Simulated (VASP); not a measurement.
ZrC, 2 atoms in the cell. It takes space group Fm-3m (No. 225, cubic). Conventional cell: a = 4.730 Å, b = 4.730 Å, c = 4.730 Å, α = 90.00°, β = 90.00°, γ = 90.00°. Zr (site symmetry m-3m) has 6 C at 2.37 Å within 3.1 Å. C (site symmetry m-3m) has 6 Zr at 2.37 Å within 3.1 Å. 

| Property | Result |
| --- | --- |
| Program | VASP 6.6.1 |
| Task | electric field gradients |
| Functional | r2SCAN |
| Potentials or basis | VASP PAW PBE potentials, release 64 (Zr_sv, C) |
| Cutoff | 520 eV |
| k mesh | 11 × 11 × 11 |
| Occupations | fermi-dirac, width 0.05 eV |
| Spin | no spin polarisation |
| Dipole correction | no |
| Further INCAR settings | ALGO = Normal; EDIFF = 1e-08; NBANDS = 15 |

Potentials or basis: VASP PAW PBE potentials, release 64 (Zr_sv, C).

Run with:

```console
$ cat potpaw_PBE.64/Zr_sv/POTCAR potpaw_PBE.64/C/POTCAR > POTCAR
$ cp INCAR.step1 INCAR
$ mpirun -np 1 vasp_std > vasp.out
$ cp INCAR.step2 INCAR
$ mpirun -np 1 vasp_std > vasp.out
```

Hardware: 1 thread of Intel(R) Xeon(R) Platinum 8375C CPU @ 2.90GHz (Ice Lake), with other jobs on the host.

Question: How long does it take, and how much memory?

Answer: Wall time 2.5 min on 1 thread of Intel(R) Xeon(R) Platinum 8375C CPU @ 2.90GHz (Ice Lake), with other jobs on the host, peak memory 0.17 GiB. Counts: k points 56.
